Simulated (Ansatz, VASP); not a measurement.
AlN in VASP and in Ansatz

File INCAR:

```
PREC = Accurate ; ENCUT = 520
EDIFF = 1E-6 ; ISMEAR = 0
SIGMA = 0.05 ; LREAL = F
LASPH = T ; NELM = 60
ALGO = Normal ; ISIF = 2
LWAVE = F ; LCHARG = F
GGA = PE ; NBANDS = 11
```

KPOINTS

```
regular mesh
0
Gamma
  10 10 10
```

POSCAR

```
AlN
1.0
   -0.1424437406      2.0349105802      2.0349105802
    1.8924668396      0.0000000000      1.8924668396
    2.0349105802      2.0349105802     -0.1424437406
Al N
1 1
Direct
    0.5000000000      0.5000000000      0.5000000000
    0.0000000000      0.0000000000      0.0000000000
```

Input for Ansatz:

```yaml
crystal:
  lattice:
    - [-0.1424437406, 2.0349105802, 2.0349105802]
    - [1.8924668396, 0.0, 1.8924668396]
    - [2.0349105802, 2.0349105802, -0.1424437406]
  atoms:
    - { symbol: Al, position: [0.5, 0.5, 0.5] }
    - { symbol: "N", position: [0.0, 0.0, 0.0] }
basis:
  ecutwfc: 520.0
kpoints:
  mp_grid: { grid: [10, 10, 10] }
hamiltonian:
  xc: pbe
  pseudopotentials: { kind: paw, azcp: { folder: soft_1 } }
scf:
  occupations: { method: gaussian, width: 0.05 }
output:
  forces: true
  stress: true
  eigenvalues: true
```

Change from the starting cell: engineering shear strain xz -0.1400, engineering shear strain yz +0.0000.

Alike in both runs: task single point; functional PBE; k mesh 10 × 10 × 10; occupations gaussian, width 0.05 eV; no spin polarisation.

|  | VASP | Ansatz |
| --- | --- | --- |
| version | VASP 6.6.1 | Ansatz 0.2.0 |
| potentials or method | VASP PAW PBE potentials, release 64 (Al, N), cutoff 520 eV | scalar-relativistic, plane waves, PAW |
| valence electrons in the cell | 8 | 8 |

Ansatz gave:

```
gap on the k mesh at the Fermi level (eV)                     : 1.55
least direct gap on the mesh (eV)                             : 3.72
pressure (GPa)                                                : 2.5
traceless stress, the component that is largest in VASP (GPa) : 43.67
```

**Question.** Which values does VASP return?

**Answer.** gap on the k mesh at the Fermi level (eV): 1.54; least direct gap on the mesh (eV): 3.73; pressure (GPa): 2.4; traceless stress, the component that is largest in VASP (GPa): 43.70.
